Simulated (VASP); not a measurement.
# KBr (I4/mmm) in VASP: a series of runs

The runs below take KBr through single point, with PBE, r2SCAN, HSE06.

Program: VASP 6.6.1. These are calculated values, not measurements. Logs are shortened: lines on timing, memory, paths and dates and some standing lists are left out, and cuts for length are marked.

**1. The cell of the first run**

Symmetry: I4/mmm, No. 139, tetragonal system. Conventional cell: a = 4.842 Å, b = 4.842 Å, c = 6.604 Å, α = 90.00°, β = 90.00°, γ = 90.00°. Within 4.3 Å of K (site symmetry 4/mmm) lie 6 Br at 3.30 to 3.42 Å. Within 4.3 Å of Br (site symmetry 4/mmm) lie 6 K at 3.30 to 3.42 Å.

**2. Single point, PBE (biaxial xy strain +3.7%)**

INCAR

```
SYSTEM = KBr
PREC = Accurate
ENCUT = 520
EDIFF = 1E-6
ISMEAR = -1
SIGMA = 0.02
LREAL = .False.
LASPH = .True.
NELM = 60
ALGO = Normal
ISIF = 2
LWAVE = .False.
LCHARG = .False.
GGA = PE
NBANDS = 15
```

KPOINTS

```
regular mesh
0
Gamma
  6 6 6
  0 0 0
```

POSCAR

```
KBr
1.0
    0.0000000000      3.4241007647      3.3022478201
    3.4241007647      0.0000000000      3.3022478201
    3.4241007647      3.4241007647      0.0000000000
K Br
1 1
Direct
    0.0000000000      0.0000000000      0.0000000000
    0.5000000000      0.5000000000      0.5000000000
```

Potentials or basis: VASP PAW PBE potentials, release 64 (K_sv, Br).

The run is started by

```bash
$ cat potpaw_PBE.64/K_sv/POTCAR potpaw_PBE.64/Br/POTCAR > POTCAR
$ mpirun -np 1 vasp_std > vasp.out
```

OUTCAR:

```text
SYSTEM = KBr
   PREC = Accurate
   ENCUT = 520
   EDIFF = 1E-6
   ISMEAR = -1
   LREAL = .False.
   LASPH = .True.
   NELM = 60
   ISIF = 2
   GGA = PE

 ion  position               nearest neighbor table
   1  0.000  0.000  0.000-   2 3.30   2 3.30
   2  0.500  0.500  0.500-   1 3.30   1 3.30

  LATTYP: Found a body centered tetragonal cell.
 ALAT       =     4.8424097404
 C/A-ratio  =     1.3638861629

  Lattice vectors:

 A1 = (   0.0000000000,  -3.4241007647,  -3.3022478201)
 A2 = (   0.0000000000,   3.4241007647,  -3.3022478201)
 A3 = (   3.4241007647,   0.0000000000,   3.3022478201)

Analysis of symmetry for initial positions (statically):
=====================================================================
 Subroutine PRICEL returns:
 Original cell was already a primitive cell.

 Routine SETGRP: Setting up the symmetry group for a
 body centered tetragonal supercell.

 Subroutine GETGRP returns: Found 16 space group operations
 (whereof 16 operations were pure point group operations)
 out of a pool of 16 trial point group operations.

The static configuration has the point symmetry D_4h.

Analysis of symmetry for dynamics (positions and initial velocities):
=====================================================================
 Subroutine PRICEL returns:
 Original cell was already a primitive cell.

 Routine SETGRP: Setting up the symmetry group for a
 body centered tetragonal supercell.

 Subroutine GETGRP returns: Found 16 space group operations
 (whereof 16 operations were pure point group operations)
 out of a pool of 16 trial point group operations.

The dynamic configuration has the point symmetry D_4h.

 Subroutine INISYM returns: Found 16 space group operations
 (whereof 16 operations are pure point group operations),
 and found     1 'primitive' translations

----------------------------------------------------------------------------------------

                                     Primitive cell

  volume of cell :      77.4342

  direct lattice vectors                    reciprocal lattice vectors
     0.000000000  3.424100765  3.302247820    -0.146023740  0.146023740  0.151412016
     3.424100765  0.000000000  3.302247820     0.146023740 -0.146023740  0.151412016
     3.424100765  3.424100765  0.000000000     0.146023740  0.146023740 -0.151412016

  length of vectors
     4.757027088  4.757027088  4.842409740     0.256069256  0.256069256  0.256069256

  position of ions in fractional coordinates (direct lattice)
     0.000000000  0.000000000  0.000000000
     0.500000000  0.500000000  0.500000000

[... 87 lines left out ...]
   NELECT =      16.0000    total number of electrons
   NUPDOWN=      -1.0000    fix difference up-down
   EMIN   =  10.00;   EMAX   =-10.00  energy-range for DOS
   EFERMI =   0.00;   METHOD = LEGACY
   ISMEAR =    -1;   SIGMA  =   0.02  broadening in eV -4-tet -1-fermi 0-gaus
   EFERMI_NEDOS =   21; number of points for ismear=-14 and -15
   IALGO  =     38    algorithm
   IMIX   =      4    mixing-type and parameters
     AMIX     =   0.40;   BMIX     =  1.00
     AMIX_MAG =   1.60;   BMIX_MAG =  1.00
  volume/ion in A,a.u.               =      38.72       261.28
  Fermi-wavevector in a.u.,A,eV,Ry     =   0.967841  1.828954 12.744792  0.936716
  Thomas-Fermi vector in A             =   2.097760
   LORBIT       =      0    0 simple, 1 ext, 2 COOP (PROOUT), +10 PAW based schemes
   GGA     = PE    functional components
   LHFCALC =     F    Hartree Fock is set to
   AEXX    =    0.0000 exact exchange contribution
   IVDW    =     0    specifies the selected vdW correction
   LEPSILON=     F    determine dielectric tensor
   LRPA    =     F    only Hartree local field effects (RPA)
 non-spin polarized calculation
  energy-cutoff  :      520.00
  volume of cell :       77.43
 maximum number of plane-waves:      2100
   NGX = 17   NGY = 17   NGZ = 17

 number of electron      16.0000003 magnetization

 Free energy of the ion-electron system (eV)
  ---------------------------------------------------
  ext. energy  EPLUGINS =         0.00000000
  ---------------------------------------------------
  free energy    TOTEN  =        -6.21699512 eV

  energy without entropy =       -6.21699512  energy(sigma->0) =       -6.21699512

 E-fermi :  -1.5399     XC(G=0):  -7.0761

 val. band max:       -2.0151133047   @ k =   0.0000   0.0000   0.0000
 cond. band min:       2.2216116542   @ k =   0.0000   0.0000   0.0000
 fundamental gap:      4.2367249589
 Fermi energy:        -1.5399168467

 k-point     1 :       0.0000    0.0000    0.0000
  band No.  band energies     occupation
      1     -29.9640      2.00000
      2     -14.2289      2.00000
      3     -13.4375      2.00000
      4     -13.4375      2.00000
      5     -13.4340      2.00000
      6      -2.0216      2.00000
      7      -2.0216      2.00000
      8      -2.0151      2.00000
      9       2.2216      0.00000
     10       5.4929      0.00000
     11       5.4929      0.00000
     12       5.6998      0.00000
     13       6.2575      0.00000
     14       6.4217      0.00000
[... 401 lines left out ...]
      2     -14.2280      2.00000
      3     -13.4813      2.00000
      4     -13.4551      2.00000
      5     -13.3900      2.00000
      6      -2.7457      2.00000
      7      -2.3973      2.00000
      8      -2.2714      2.00000
      9       4.3102      0.00000
     10       5.1200      0.00000
     11       6.5948      0.00000
     12       7.3767      0.00000
     13       7.4298      0.00000
     14       8.2057      0.00000
     15       8.5680      0.00000

 [... further k-points ...]

------------------------ aborting loop because EDIFF is reached ----------------------------------------

  FORCE on cell =-STRESS in cart. coord.  units (eV):
  Direction    XX          YY          ZZ          XY          YZ          ZX
  --------------------------------------------------------------------------------------
  -------------------------------------------------------------------------------------
  Total       -0.2669845     -0.2669845      0.1505253      0.0000000      0.0000000      0.0000000
  in kB       -5.5241310     -5.5241310      3.1144930      0.0000000      0.0000000      0.0000000
  external PRESSURE =      -2.6445896 kB  Pullay stress =       0.0000000 kB

 VOLUME and BASIS-vectors are now :
 -----------------------------------------------------------------------------
  energy-cutoff  :      520.00
  volume of cell :       77.43
      direct lattice vectors                 reciprocal lattice vectors
     0.000000000  3.424100765  3.302247820    -0.146023740  0.146023740  0.151412016
     3.424100765  0.000000000  3.302247820     0.146023740 -0.146023740  0.151412016
     3.424100765  3.424100765  0.000000000     0.146023740  0.146023740 -0.151412016

 POSITION                                       TOTAL-FORCE (eV/Angst)
 -----------------------------------------------------------------------------------
      0.00000      0.00000      0.00000         0.000000     -0.000000      0.000000
      3.42410      3.42410      3.30225        -0.000000      0.000000      0.000000
 -----------------------------------------------------------------------------------
    total drift:                                0.000000      0.000000      0.000000

  FREE ENERGIE OF THE ION-ELECTRON SYSTEM (eV)
  ---------------------------------------------------
  free  energy   TOTEN  =        -6.2169951230 eV

  energy  without entropy=       -6.2169951230  energy(sigma->0) =       -6.21699512
```

OSZICAR:

```text
N       E                     dE             d eps       ncg     rms          rms(c)
DAV:   1     0.987765192978E+02    0.98777E+02   -0.66659E+03   900   0.917E+02
DAV:   2     0.230715563967E+00   -0.98546E+02   -0.91575E+02  1145   0.225E+02
DAV:   3    -0.616300152318E+01   -0.63937E+01   -0.63627E+01  1236   0.505E+01
DAV:   4    -0.640771608038E+01   -0.24471E+00   -0.24467E+00  1375   0.875E+00
DAV:   5    -0.640978442956E+01   -0.20683E-02   -0.20683E-02  1264   0.886E-01    0.280E+00
DAV:   6    -0.621967173676E+01    0.19011E+00   -0.23876E-01  1138   0.226E+00    0.202E+00
DAV:   7    -0.620574849577E+01    0.13923E-01   -0.11407E-01  1215   0.176E+00    0.964E-01
DAV:   8    -0.621581826714E+01   -0.10070E-01   -0.13532E-02  1035   0.815E-01    0.121E-01
DAV:   9    -0.621664417775E+01   -0.82591E-03   -0.99632E-04  1236   0.191E-01    0.820E-02
DAV:  10    -0.621697718264E+01   -0.33300E-03   -0.35505E-04   949   0.109E-01    0.150E-02
DAV:  11    -0.621699221862E+01   -0.15036E-04   -0.31143E-05  1275   0.298E-02    0.506E-03
DAV:  12    -0.621699499673E+01   -0.27781E-05   -0.45247E-06   969   0.141E-02    0.276E-03
DAV:  13    -0.621699512303E+01   -0.12630E-06   -0.28611E-07  1010   0.299E-03
   1 F= -.62169951E+01 E0= -.62169951E+01  d E =-.685075E-12
```

stdout:

```text
POSCAR found type information on POSCAR K Br
 POSCAR found :  2 types and       2 ions
 scaLAPACK will be used
 LDA part: xc-table for (Slater+PW92), standard interpolation
 POSCAR, INCAR and KPOINTS ok, starting setup
 FFT: planning ... GRIDC
 FFT: planning ... GRID_SOFT
 FFT: planning ... GRID
 WAVECAR not read
 entering main loop
```

It took 26 s on 1 thread of Intel Xeon Platinum 8488C (Sapphire Rapids), shared host; peak memory 0.21 GiB.

What came out:

```yaml
Free_energy: -6.2170 eV
Pressure: -0.3 GPa
Band_gap_on_the_k_mesh: 4.24 eV
```

Stress tensor (GPa, compression positive):
```
-0.55  0.00  0.00
 0.00 -0.55  0.00
 0.00  0.00  0.31
```

Caveat: the cell differs from its parent crystal (biaxial xy strain +3.7%).

**3. Single point, r2SCAN (biaxial xy strain +3.7%)**

POSCAR is that of step 2.

INCAR.step1

```
PREC = Accurate
ENCUT = 520
ISMEAR = 0
SIGMA = 0.01
LREAL = False
LASPH = True
NELM = 100
NBANDS = 15
GGA = PE
ALGO = Normal
EDIFF = 1E-4
LWAVE = True
LCHARG = False
```

INCAR.step2

```
PREC = Accurate
ENCUT = 520
EDIFF = 1E-6
ISMEAR = 0
SIGMA = 0.01
LREAL = False
LASPH = True
NELM = 100
ALGO = Normal
ISIF = 2
LWAVE = False
LCHARG = False
METAGGA = R2SCAN
LMIXTAU = True
NBANDS = 15
ISTART = 1
```

KPOINTS

```
regular mesh
0
Gamma
  6 6 6
```

Potentials or basis: VASP PAW PBE potentials, release 64 (K_sv, Br).

The run is started by

```bash
$ cat potpaw_PBE.64/K_sv/POTCAR potpaw_PBE.64/Br/POTCAR > POTCAR
$ cp INCAR.step1 INCAR
$ mpirun -np 1 vasp_std > vasp.out
$ cp INCAR.step2 INCAR
$ mpirun -np 1 vasp_std > vasp.out
```

OUTCAR:

```text
PREC = Accurate
   ENCUT = 520
   EDIFF = 1E-6
   ISMEAR = 0
   LREAL = False
   LASPH = True
   NELM = 100
   ISIF = 2
   METAGGA = R2SCAN
   ISTART = 1

 ion  position               nearest neighbor table
   1  0.000  0.000  0.000-   2 3.30   2 3.30
   2  0.500  0.500  0.500-   1 3.30   1 3.30

  LATTYP: Found a body centered tetragonal cell.
 ALAT       =     4.8424097404
 C/A-ratio  =     1.3638861629

  Lattice vectors:

 A1 = (   0.0000000000,  -3.4241007647,  -3.3022478201)
 A2 = (   0.0000000000,   3.4241007647,  -3.3022478201)
 A3 = (   3.4241007647,   0.0000000000,   3.3022478201)

Analysis of symmetry for initial positions (statically):
=====================================================================
 Subroutine PRICEL returns:
 Original cell was already a primitive cell.

 Routine SETGRP: Setting up the symmetry group for a
 body centered tetragonal supercell.

 Subroutine GETGRP returns: Found 16 space group operations
 (whereof 16 operations were pure point group operations)
 out of a pool of 16 trial point group operations.

[... 175 lines left out ...]
      5     -14.1679      2.00000
      6      -2.4273      2.00000
      7      -2.4273      2.00000
      8      -2.4178      2.00000
      9       2.4507      0.00000
     10       5.7279      0.00000
     11       5.7279      0.00000
     12       5.9382      0.00000
     13       6.6425      0.00000
     14       6.8216      0.00000
[... 401 lines left out ...]
      2     -15.0588      2.00000
      3     -14.2166      2.00000
      4     -14.1903      2.00000
      5     -14.1278      2.00000
      6      -3.1541      2.00000
      7      -2.8001      2.00000
      8      -2.6765      2.00000
      9       4.4265      0.00000
     10       5.4781      0.00000
     11       6.8829      0.00000
     12       7.8218      0.00000
     13       7.8667      0.00000
     14       8.5957      0.00000
     15       8.9800      0.00000

 [... further k-points ...]

------------------------ aborting loop because EDIFF is reached ----------------------------------------

  FORCE on cell =-STRESS in cart. coord.  units (eV):
  Direction    XX          YY          ZZ          XY          YZ          ZX
  --------------------------------------------------------------------------------------
  -------------------------------------------------------------------------------------
  Total       -0.5808390     -0.5808390     -0.1398381      0.0000000      0.0000000     -0.0000000
  in kB      -12.0180393    -12.0180393     -2.8933653      0.0000000      0.0000000     -0.0000000
  external PRESSURE =      -8.9764813 kB  Pullay stress =       0.0000000 kB

 VOLUME and BASIS-vectors are now :
 -----------------------------------------------------------------------------
  energy-cutoff  :      520.00
  volume of cell :       77.43
      direct lattice vectors                 reciprocal lattice vectors
     0.000000000  3.424100765  3.302247820    -0.146023740  0.146023740  0.151412016
     3.424100765  0.000000000  3.302247820     0.146023740 -0.146023740  0.151412016
     3.424100765  3.424100765  0.000000000     0.146023740  0.146023740 -0.151412016

 POSITION                                       TOTAL-FORCE (eV/Angst)
 -----------------------------------------------------------------------------------
      0.00000      0.00000      0.00000         0.000000     -0.000000     -0.000000
      3.42410      3.42410      3.30225        -0.000000      0.000000      0.000000
 -----------------------------------------------------------------------------------
    total drift:                                0.000000      0.000000      0.000000

  FREE ENERGIE OF THE ION-ELECTRON SYSTEM (eV)
  ---------------------------------------------------
  free  energy   TOTEN  =       -23.2275256358 eV

  energy  without entropy=      -23.2275256358  energy(sigma->0) =      -23.22752564
```

OUTCAR.step1:

```text
PREC = Accurate
   ENCUT = 520
   ISMEAR = 0
   LREAL = False
   LASPH = True
[... 654 lines left out ...]
      0.00000      0.00000      0.00000         0.000000     -0.000000     -0.000000
      3.42410      3.42410      3.30225        -0.000000      0.000000      0.000000
 -----------------------------------------------------------------------------------
    total drift:                                0.000000      0.000000      0.000000

  FREE ENERGIE OF THE ION-ELECTRON SYSTEM (eV)
  ---------------------------------------------------
  free  energy   TOTEN  =        -6.2169915773 eV

  energy  without entropy=       -6.2169915773  energy(sigma->0) =       -6.21699158
```

OSZICAR.step1:

```text
N       E                     dE             d eps       ncg     rms          rms(c)
DAV:   1     0.987792756929E+02    0.98779E+02   -0.66659E+03   900   0.917E+02
DAV:   2     0.230715563876E+00   -0.98549E+02   -0.91764E+02  1145   0.225E+02
DAV:   3    -0.616300152319E+01   -0.63937E+01   -0.63627E+01  1236   0.505E+01
DAV:   4    -0.640771608041E+01   -0.24471E+00   -0.24467E+00  1375   0.875E+00
DAV:   5    -0.640978442960E+01   -0.20683E-02   -0.20683E-02  1264   0.886E-01    0.280E+00
DAV:   6    -0.621967173690E+01    0.19011E+00   -0.23876E-01  1138   0.226E+00    0.202E+00
DAV:   7    -0.620574849580E+01    0.13923E-01   -0.11407E-01  1215   0.176E+00    0.964E-01
DAV:   8    -0.621581826713E+01   -0.10070E-01   -0.13532E-02  1035   0.815E-01    0.121E-01
DAV:   9    -0.621664417770E+01   -0.82591E-03   -0.99632E-04  1236   0.191E-01    0.820E-02
DAV:  10    -0.621697717931E+01   -0.33300E-03   -0.35502E-04   941   0.109E-01    0.150E-02
DAV:  11    -0.621699157733E+01   -0.14398E-04   -0.24738E-05   919   0.299E-02
   1 F= -.62169916E+01 E0= -.62169916E+01  d E =-.183110E-19
```

It took 93 s on 1 thread of Intel Xeon Platinum 8488C (Sapphire Rapids), shared host; peak memory 0.22 GiB.

What came out:

```
Free energy            : -23.2275 eV
Pressure               : -0.9 GPa
Band gap on the k mesh : 4.87 eV
```

Caveat: the cell differs from its parent crystal (biaxial xy strain +3.7%); the PAW data sets were made with another functional, which shifts forces and pressure a little.

**4. Single point, HSE06 (biaxial xy strain +3.7%)**

POSCAR is that of step 3.

INCAR.step1

```
PREC     = Accurate       # precision mode
ENCUT    = 520            # plane-wave cutoff, eV
EDIFF    = 1E-5           # SCF threshold, eV
ISMEAR   = 0              # smearing method
SIGMA    = 0.01           # smearing width, eV
LREAL    = False          # projectors in reciprocal space
LASPH    = True           # aspherical terms in the spheres
NELM     = 60             # most SCF steps
ALGO     = Normal         # electronic algorithm
ISIF     = 2              # what is computed and relaxed
LWAVE    = True           # write WAVECAR
LCHARG   = False          # write CHGCAR
NBANDS   = 15             # bands
GGA      = PE             # functional
```

INCAR.step2

```
PREC     = Accurate       # precision mode
ENCUT    = 520            # plane-wave cutoff, eV
EDIFF    = 1E-6           # SCF threshold, eV
ISMEAR   = 0              # smearing method
SIGMA    = 0.01           # smearing width, eV
LREAL    = False          # projectors in reciprocal space
LASPH    = True           # aspherical terms in the spheres
NELM     = 60             # most SCF steps
ALGO     = Normal         # electronic algorithm
ISIF     = 2              # what is computed and relaxed
LWAVE    = False          # write WAVECAR
LCHARG   = False          # write CHGCAR
GGA      = PE             # functional
LHFCALC  = True           # exact exchange
HFSCREEN = 0.2079         # screening, 1/A
PRECFOCK = Normal       
NBANDS   = 15             # bands
ISTART   = 1
```

KPOINTS

```
regular mesh
0
Gamma
  4 4 4
```

The run is started by

```bash
$ cat potpaw_PBE.64/K_sv/POTCAR potpaw_PBE.64/Br/POTCAR > POTCAR
$ cp INCAR.step1 INCAR
$ mpirun -np 1 vasp_std > vasp.out
$ cp INCAR.step2 INCAR
$ mpirun -np 1 vasp_std > vasp.out
```

It took 10 min on 1 thread of Intel Xeon Platinum 8488C (Sapphire Rapids), shared host; peak memory 0.32 GiB.

The run converged. Its results:

```
Free energy            : -7.1623 eV
Pressure               : -0.5 GPa
Band gap on the k mesh : 5.39 eV
```

Stress tensor (GPa, compression positive):
```
-0.79  0.00  0.00
 0.00 -0.79  0.00
 0.00  0.00  0.06
```

Levels at points of the mesh, in eV from the valence-band top:
```csv
k point,band 5,band 6,band 7,band 8,band 9,band 10,band 11,band 12
"(0.00, 0.00, 0.00)",-12.25,0.00,0.00,0.00,5.39,8.86,8.86,9.07
"(0.50, 0.00, 0.00)",-12.02,-1.09,-0.29,-0.29,7.57,9.26,10.97,11.15
"(0.50, 0.50, 0.00)",-12.28,-0.76,-0.31,-0.31,7.09,8.24,10.47,10.89
"(0.50, 0.00, 0.50)",-12.28,-0.79,-0.28,-0.25,7.15,8.18,10.27,10.80
```

Caveat: the cell differs from its parent crystal (biaxial xy strain +3.7%); the PAW data sets were made with another functional, which shifts forces and pressure a little.

**5. The runs side by side**

| level | k mesh | smearing | grid for exact exchange (PRECFOCK) | share of exact exchange | screening parameter | gap on the mesh (eV) | pressure (GPa) |
| --- | --- | --- | --- | --- | --- | --- | --- |
| PBE | 6 × 6 × 6 | fermi-dirac 0.02 eV | - | - | - | 4.24 | -0.3 |
| r2SCAN | 6 × 6 × 6 | gaussian 0.01 eV | - | - | - | 4.87 | -0.9 |
| HSE06 | 4 × 4 × 4 | gaussian 0.01 eV | Normal | 0.25 | 0.2079 1/Å | 5.39 | -0.5 |

Alike in all rows: task single point; potentials or basis VASP PAW PBE potentials, release 64 (K_sv, Br); no spin polarisation; cell as given; cutoff (eV) 520.

Caveats: the PAW data sets were made with another functional, which shifts forces and pressure a little (at least some runs).

Absolute energies hang on the potentials; compare differences alone.
